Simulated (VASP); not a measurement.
# LiGeN (P6_3mc) in VASP: further runs

Runs on LiGeN. Level: r2SCAN. Tasks: single point.

All numbers are computed with VASP 6.6.1; they aren't measurements. Logs are shortened: lines on timing, memory, paths and dates and some standing lists are left out, and cuts for length are marked.

**1. The cell of the first run**

It takes space group P6_3mc (No. 186, hexagonal). Conventional cell: a = 2.987 Å, b = 2.987 Å, c = 9.353 Å, α = 90.00°, β = 90.00°, γ = 120.00°. Li (site symmetry 3m) has 3 N at 2.17 Å and 6 Ge at 2.86 to 2.95 Å and 6 Li at 2.99 Å within 3.0 Å. Ge (site symmetry 3m) has 3 N at 1.98 Å within 2.6 Å. Within 2.6 Å of N (site symmetry 3m) lie 3 Ge at 1.98 Å and 3 Li at 2.17 Å.

**2. Single point, r2SCAN**

POSCAR reads:

```
LiGeN
1.0
    2.9870692118      0.0000000000      0.0000000000
   -1.4935346059      2.5868778203      0.0000000000
    0.0000000000      0.0000000000      9.3530577756
Li Ge N
2 2 2
Direct
    0.6666666667      0.3333333333      0.7431798189
    0.3333333333      0.6666666667      0.2431798189
    0.0000000000      0.0000000000      0.4988273190
    0.0000000000      0.0000000000      0.9988273190
    0.3333333333      0.6666666667      0.6026308621
    0.6666666667      0.3333333333      0.1026308621
```

INCAR.step1 reads:

```
SYSTEM = LiGeN
ALGO = Normal ; EDIFF = 1E-4
ENCUT = 520 ; GGA = PE
ISMEAR = 0 ; LASPH = .True.
LCHARG = .False. ; LREAL = .False.
LWAVE = .True. ; NBANDS = 31
NELM = 60 ; PREC = Accurate
SIGMA = 0.01
```

INCAR.step2 reads:

```
SYSTEM = LiGeN
ALGO = Normal ; EDIFF = 1E-6
ENCUT = 520 ; ISIF = 2
ISMEAR = 0 ; ISTART = 1
LASPH = .True. ; LCHARG = .False.
LMIXTAU = .True. ; LREAL = .False.
LWAVE = .False. ; METAGGA = R2SCAN
NBANDS = 31 ; NELM = 60
PREC = Accurate ; SIGMA = 0.01
```

KPOINTS reads:

```
k-points
0
Gamma
  12 12 4
  0 0 0
```

Potentials or basis: VASP PAW PBE potentials, release 64 (Li_sv, Ge_d, N).

Run with:

```
$ cat potpaw_PBE.64/Li_sv/POTCAR potpaw_PBE.64/Ge_d/POTCAR potpaw_PBE.64/N/POTCAR > POTCAR
$ cp INCAR.step1 INCAR
$ mpirun -np 1 vasp_std > vasp.out
$ cp INCAR.step2 INCAR
$ mpirun -np 1 vasp_std > vasp.out
```

OUTCAR:

```text
SYSTEM = LiGeN
   EDIFF = 1E-6
   ENCUT = 520
   ISIF = 2
   ISMEAR = 0
   ISTART = 1
   LASPH = .True.
   LREAL = .False.
   METAGGA = R2SCAN
   NELM = 60
   PREC = Accurate

 ion  position               nearest neighbor table
   1  0.667  0.333  0.743-   5 2.17   5 2.17   5 2.17
   2  0.333  0.667  0.243-   6 2.17   6 2.17   6 2.17
   3  0.000  0.000  0.499-   5 1.98   5 1.98   5 1.98
   4  0.000  0.000  0.999-   6 1.98   6 1.98   6 1.98
   5  0.333  0.667  0.603-   3 1.98   3 1.98   3 1.98   1 2.17   1 2.17   1 2.17
   6  0.667  0.333  0.103-   4 1.98   4 1.98   4 1.98   2 2.17   2 2.17   2 2.17

  LATTYP: Found a hexagonal cell.
 ALAT       =     2.9870692118
 C/A-ratio  =     3.1311821429

  Lattice vectors:

 A1 = (   2.9870692118,   0.0000000000,   0.0000000000)
 A2 = (  -1.4935346059,   2.5868778203,   0.0000000000)
 A3 = (   0.0000000000,   0.0000000000,   9.3530577756)

Analysis of symmetry for initial positions (statically):
=====================================================================
 Subroutine PRICEL returns:
 Original cell was already a primitive cell.

 Routine SETGRP: Setting up the symmetry group for a
 hexagonal supercell.

 Subroutine GETGRP returns: Found 12 space group operations
 (whereof  6 operations were pure point group operations)
 out of a pool of 24 trial point group operations.

The static configuration has the point symmetry C_3v.
 The point group associated with its full space group is C_6v.

Analysis of symmetry for dynamics (positions and initial velocities):
=====================================================================
 Subroutine PRICEL returns:
 Original cell was already a primitive cell.

 Routine SETGRP: Setting up the symmetry group for a
 hexagonal supercell.

 Subroutine GETGRP returns: Found 12 space group operations
 (whereof  6 operations were pure point group operations)
 out of a pool of 24 trial point group operations.

The dynamic configuration has the point symmetry C_3v.
 The point group associated with its full space group is C_6v.

 Subroutine INISYM returns: Found 12 space group operations
 (whereof  6 operations are pure point group operations),
 and found     1 'primitive' translations

[... 101 lines left out ...]
   NELM   =     60;   NELMIN=  2; NELMDL=  0     # of ELM steps
   EDIFF  = 0.1E-05   stopping-criterion for ELM
   LREAL  =      F    real-space projection
   EDIFFG = 0.1E-04   stopping-criterion for IOM
   NSW    =      0    number of steps for IOM
   IBRION =     -1    ionic relax: 0-MD 1-quasi-New 2-CG
   NFREE  =      0    steps in history (QN), initial steepest desc. (CG)
   ISIF   =      2    stress and relaxation
   ISYM   =      2    0-nonsym 1-usesym 2-fastsym
   POTIM  = 0.5000    time-step for ionic-motion
   TEBEG  =    0.0;   TEEND  =   0.0 temperature during run
   PSTRESS=    0.0 pullay stress
   NELECT =      44.0000    total number of electrons
   NUPDOWN=      -1.0000    fix difference up-down
   EMIN   =  10.00;   EMAX   =-10.00  energy-range for DOS
   EFERMI =   0.00;   METHOD = LEGACY
   ISMEAR =     0;   SIGMA  =   0.01  broadening in eV -4-tet -1-fermi 0-gaus
   EFERMI_NEDOS =   21; number of points for ismear=-14 and -15
   IALGO  =     38    algorithm
   IMIX   =      4    mixing-type and parameters
     AMIX     =   0.40;   BMIX     =  1.00
     AMIX_MAG =   1.60;   BMIX_MAG =  1.00
  volume/ion in A,a.u.               =      12.05        81.29
  Fermi-wavevector in a.u.,A,eV,Ry     =   1.387504  2.622002 26.193477  1.925166
  Thomas-Fermi vector in A             =   2.511718
   LORBIT       =      0    0 simple, 1 ext, 2 COOP (PROOUT), +10 PAW based schemes
   METAGGA = R2SCAN    functional components
   LHFCALC =     F    Hartree Fock is set to
   AEXX    =    0.0000 exact exchange contribution
   IVDW    =     0    specifies the selected vdW correction
   LEPSILON=     F    determine dielectric tensor
   LRPA    =     F    only Hartree local field effects (RPA)
 non-spin polarized calculation
 Gauss-broadening in eV      SIGMA  =   0.01
  energy-cutoff  :      520.00
  volume of cell :       72.27
 maximum number of plane-waves:      1991
 NGX is ok and might be reduce to    24
   NGX = 11   NGY = 11   NGZ = 35

 number of electron      44.0000001 magnetization

 Free energy of the ion-electron system (eV)
  ---------------------------------------------------
  ext. energy  EPLUGINS =         0.00000000
  ---------------------------------------------------
  free energy    TOTEN  =       -53.22051921 eV

  energy without entropy =      -53.22051921  energy(sigma->0) =      -53.22051921

 E-fermi :   4.8236     XC(G=0): -11.2562

 val. band max:        4.6377770894   @ k =   0.2500  -0.0000   0.0000
 cond. band min:       6.4955679149   @ k =   0.5000  -0.0000   0.0000
 fundamental gap:      1.8577908254
 Fermi energy:         4.8235986896

 k-point     1 :       0.0000    0.0000    0.0000
  band No.  band energies     occupation
      1     -42.1271      2.00000
      2     -42.1269      2.00000
      3     -20.0180      2.00000
      4     -20.0179      2.00000
      5     -20.0179      2.00000
      6     -20.0179      2.00000
[... 805 lines left out ...]
     30      13.6999      0.00000
     31      15.8913      0.00000

 [... further k-points ...]

------------------------ aborting loop because EDIFF is reached ----------------------------------------

  FORCE on cell =-STRESS in cart. coord.  units (eV):
  Direction    XX          YY          ZZ          XY          YZ          ZX
  --------------------------------------------------------------------------------------
  -------------------------------------------------------------------------------------
  Total       -0.0100386     -0.0100386     -0.0576284      0.0000000      0.0000000      0.0000000
  in kB       -0.2225399     -0.2225399     -1.2775335      0.0000000      0.0000000      0.0000000
  external PRESSURE =      -0.5742044 kB  Pullay stress =       0.0000000 kB

 VOLUME and BASIS-vectors are now :
 -----------------------------------------------------------------------------
  energy-cutoff  :      520.00
  volume of cell :       72.27
      direct lattice vectors                 reciprocal lattice vectors
     2.987069212  0.000000000  0.000000000     0.334776307  0.193283191  0.000000000
    -1.493534606  2.586877820  0.000000000     0.000000000  0.386566382  0.000000000
     0.000000000  0.000000000  9.353057776     0.000000000  0.000000000  0.106916906

 POSITION                                       TOTAL-FORCE (eV/Angst)
 -----------------------------------------------------------------------------------
      1.49353      0.86229      6.95100        -0.000000      0.000000     -0.017786
     -0.00000      1.72459      2.27447        -0.000000      0.000000     -0.017786
      0.00000      0.00000      4.66556         0.000000      0.000000     -0.069359
      0.00000      0.00000      9.34209        -0.000000      0.000000     -0.069359
     -0.00000      1.72459      5.63644        -0.000000      0.000000      0.087145
      1.49353      0.86229      0.95991        -0.000000     -0.000000      0.087145
 -----------------------------------------------------------------------------------
    total drift:                               -0.000001     -0.000001     -0.082592

  FREE ENERGIE OF THE ION-ELECTRON SYSTEM (eV)
  ---------------------------------------------------
  free  energy   TOTEN  =       -53.2205192098 eV

  energy  without entropy=      -53.2205192098  energy(sigma->0) =      -53.22051921
```

OSZICAR.step1:

```text
N       E                     dE             d eps       ncg     rms          rms(c)
DAV:   1     0.409125223467E+03    0.40913E+03   -0.21214E+04  4507   0.326E+03
DAV:   2     0.391490498232E+02   -0.36998E+03   -0.34883E+03  3636   0.792E+02
DAV:   3    -0.277835386246E+02   -0.66933E+02   -0.65869E+02  4184   0.184E+02
DAV:   4    -0.351025431927E+02   -0.73190E+01   -0.72671E+01  5771   0.530E+01
DAV:   5    -0.355277716232E+02   -0.42523E+00   -0.42486E+00  5161   0.121E+01    0.117E+01
DAV:   6    -0.313057218428E+02    0.42220E+01   -0.17936E+01  5669   0.358E+01    0.446E+00
DAV:   7    -0.313825999165E+02   -0.76878E-01   -0.20963E+00  4005   0.766E+00    0.297E+00
DAV:   8    -0.313535602800E+02    0.29040E-01   -0.31468E-01  5076   0.425E+00    0.855E-01
DAV:   9    -0.313405342795E+02    0.13026E-01   -0.64744E-02  5416   0.195E+00    0.220E-01
DAV:  10    -0.313412573016E+02   -0.72302E-03   -0.80878E-03  4166   0.541E-01    0.824E-02
DAV:  11    -0.313412940103E+02   -0.36709E-04   -0.99848E-04  4843   0.223E-01
   1 F= -.31341294E+02 E0= -.31341294E+02  d E =-.314722-101
```

Run time: 4.5 min. Hardware: 1 thread of Intel Xeon 6975P-C (Granite Rapids), shared host; peak memory 0.27 GiB.

What came out:

| Property | Result |
| --- | --- |
| Free energy | -53.2205 eV |
| Largest force | 0.087 eV/Å |
| Band gap on the k mesh | 1.86 eV (least direct gap 2.83 eV) |

Forces on the atoms (eV/Å):
```
Li   0.000  0.000 -0.018
Li   0.000  0.000 -0.018
Ge   0.000  0.000 -0.069
Ge   0.000  0.000 -0.069
N    0.000  0.000  0.087
N    0.000  0.000  0.087
```

Caveat: the cutoff is under 1.25 times the usual one of these potentials, so pressure, stress and relaxed cells hold a basis-set (Pulay) error; the PAW data sets were made with another functional, which shifts forces and pressure a little.

**3. Single point, r2SCAN (epitaxial xy strain +5.2%)**

POSCAR reads:

```
LiGeN
1.0
    3.1426955177      0.0000000000      0.0000000000
   -1.5713477588      2.7216541547      0.0000000000
    0.0000000000      0.0000000000      9.2407100274
Li Ge N
2 2 2
Direct
    0.6666666667      0.3333333333      0.7422964975
    0.3333333333      0.6666666667      0.2422964975
    0.0000000000      0.0000000000      0.4999278697
    0.0000000000      0.0000000000      0.9999278697
    0.3333333333      0.6666666667      0.6024136329
    0.6666666667      0.3333333333      0.1024136329
```

INCAR.step1 reads:

```
PREC = Accurate
ENCUT = 520
ISMEAR = 0
SIGMA = 0.01
LREAL = False
LASPH = True
NELM = 80
NBANDS = 31
GGA = PE
ALGO = Normal
EDIFF = 1E-4
LWAVE = True
LCHARG = False
```

INCAR.step2 reads:

```
PREC = Accurate
ENCUT = 520
EDIFF = 1E-6
ISMEAR = 0
SIGMA = 0.01
LREAL = False
LASPH = True
NELM = 80
ALGO = Normal
ISIF = 2
LWAVE = False
LCHARG = False
METAGGA = R2SCAN
LMIXTAU = True
NBANDS = 31
ISTART = 1
```

KPOINTS reads:

```
regular mesh
0
Gamma
  12 12 4
```

Potentials or basis: VASP PAW PBE potentials, release 64 (Li_sv, Ge_d, N).

Run with:

```
$ cat potpaw_PBE.64/Li_sv/POTCAR potpaw_PBE.64/Ge_d/POTCAR potpaw_PBE.64/N/POTCAR > POTCAR
$ cp INCAR.step1 INCAR
$ mpirun -np 1 vasp_std > vasp.out
$ cp INCAR.step2 INCAR
$ mpirun -np 1 vasp_std > vasp.out
```

OUTCAR:

```text
PREC = Accurate
   ENCUT = 520
   EDIFF = 1E-6
   ISMEAR = 0
   LREAL = False
   LASPH = True
   NELM = 80
   ISIF = 2
   METAGGA = R2SCAN
   ISTART = 1

 ion  position               nearest neighbor table
   1  0.667  0.333  0.742-
   2  0.333  0.667  0.242-
   3  0.000  0.000  0.500-   5 2.05   5 2.05   5 2.05
   4  0.000  0.000  1.000-   6 2.05   6 2.05   6 2.05
   5  0.333  0.667  0.602-   3 2.05   3 2.05   3 2.05
   6  0.667  0.333  0.102-   4 2.05   4 2.05   4 2.05

[... 1025 lines left out ...]
  -------------------------------------------------------------------------------------
  Total       -6.1825168     -6.1825168     -0.1500401     -0.0000000      0.0000000      0.0000000
  in kB     -125.3243048   -125.3243048     -3.0414265     -0.0000000      0.0000000      0.0000000
  external PRESSURE =     -84.5633454 kB  Pullay stress =       0.0000000 kB

 VOLUME and BASIS-vectors are now :
 -----------------------------------------------------------------------------
  energy-cutoff  :      520.00
  volume of cell :       79.04
      direct lattice vectors                 reciprocal lattice vectors
     3.142695518  0.000000000  0.000000000     0.318198182  0.183711806  0.000000000
    -1.571347759  2.721654155  0.000000000     0.000000000  0.367423612  0.000000000
     0.000000000  0.000000000  9.240710027     0.000000000  0.000000000  0.108216793

 POSITION                                       TOTAL-FORCE (eV/Angst)
 -----------------------------------------------------------------------------------
      1.57135      0.90722      6.85935         0.000000     -0.000000      0.021780
     -0.00000      1.81444      2.23899         0.000000      0.000000      0.021780
      0.00000      0.00000      4.61969        -0.000000     -0.000000     -0.073500
      0.00000      0.00000      9.24004        -0.000000     -0.000000     -0.073500
     -0.00000      1.81444      5.56673         0.000000     -0.000000      0.051720
      1.57135      0.90722      0.94637         0.000000      0.000000      0.051720
 -----------------------------------------------------------------------------------
    total drift:                               -0.000001     -0.000001      0.070748

  FREE ENERGIE OF THE ION-ELECTRON SYSTEM (eV)
  ---------------------------------------------------
  free  energy   TOTEN  =       -52.9008075885 eV

  energy  without entropy=      -52.9008075885  energy(sigma->0) =      -52.90080759
```

OUTCAR.step1:

```text
PREC = Accurate
   ENCUT = 520
   ISMEAR = 0
   LREAL = False
   LASPH = True
[... 1055 lines left out ...]
      0.00000      0.00000      4.61969        -0.000000     -0.000000     -0.389075
      0.00000      0.00000      9.24004         0.000000     -0.000000     -0.389075
     -0.00000      1.81444      5.56673        -0.000000      0.000000      0.349937
      1.57135      0.90722      0.94637        -0.000000     -0.000000      0.349937
 -----------------------------------------------------------------------------------
    total drift:                               -0.000001     -0.000001      0.005360

  FREE ENERGIE OF THE ION-ELECTRON SYSTEM (eV)
  ---------------------------------------------------
  free  energy   TOTEN  =       -31.1562781090 eV

  energy  without entropy=      -31.1562781090  energy(sigma->0) =      -31.15627811
```

OSZICAR.step1:

```text
N       E                     dE             d eps       ncg     rms          rms(c)
DAV:   1     0.409834967894E+03    0.40983E+03   -0.21126E+04  4396   0.314E+03
DAV:   2     0.409412354925E+02   -0.36889E+03   -0.34882E+03  3674   0.774E+02
DAV:   3    -0.270350043842E+02   -0.67976E+02   -0.66732E+02  4211   0.184E+02
DAV:   4    -0.346524924122E+02   -0.76175E+01   -0.75661E+01  5634   0.545E+01
DAV:   5    -0.351467066421E+02   -0.49421E+00   -0.49369E+00  5214   0.129E+01    0.114E+01
DAV:   6    -0.312294118203E+02    0.39173E+01   -0.19493E+01  5745   0.319E+01    0.469E+00
DAV:   7    -0.311974870775E+02    0.31925E-01   -0.21618E+00  4148   0.767E+00    0.293E+00
DAV:   8    -0.311696078151E+02    0.27879E-01   -0.40729E-01  5286   0.406E+00    0.834E-01
DAV:   9    -0.311553055132E+02    0.14302E-01   -0.70100E-02  5416   0.177E+00    0.236E-01
DAV:  10    -0.311562588289E+02   -0.95332E-03   -0.77304E-03  4211   0.502E-01    0.868E-02
DAV:  11    -0.311562856993E+02   -0.26870E-04   -0.11719E-03  4960   0.217E-01    0.323E-02
DAV:  12    -0.311562781090E+02    0.75903E-05   -0.13107E-04  2811   0.906E-02
   1 F= -.31156278E+02 E0= -.31156278E+02  d E =-.591035-161
```

Run time: 3.8 min. Hardware: 1 thread of Intel Xeon 6975P-C (Granite Rapids), shared host; peak memory 0.28 GiB.

What came out:

```
Free energy            : -52.9008 eV
Largest force          : 0.073 eV/Å
Band gap on the k mesh : 1.38 eV (least direct gap 2.18 eV)
```

Forces in eV/Å, atoms in the order of the input:
```
Li   0.000  0.000  0.022
Li   0.000  0.000  0.022
Ge   0.000  0.000 -0.073
Ge   0.000  0.000 -0.073
N    0.000  0.000  0.052
N    0.000  0.000  0.052
```

Caveat: the cell differs from its parent crystal (epitaxial xy strain +5.2%); the cutoff is under 1.25 times the usual one of these potentials, so pressure, stress and relaxed cells hold a basis-set (Pulay) error; the PAW data sets were made with another functional, which shifts forces and pressure a little. A k mesh can miss the band edges.
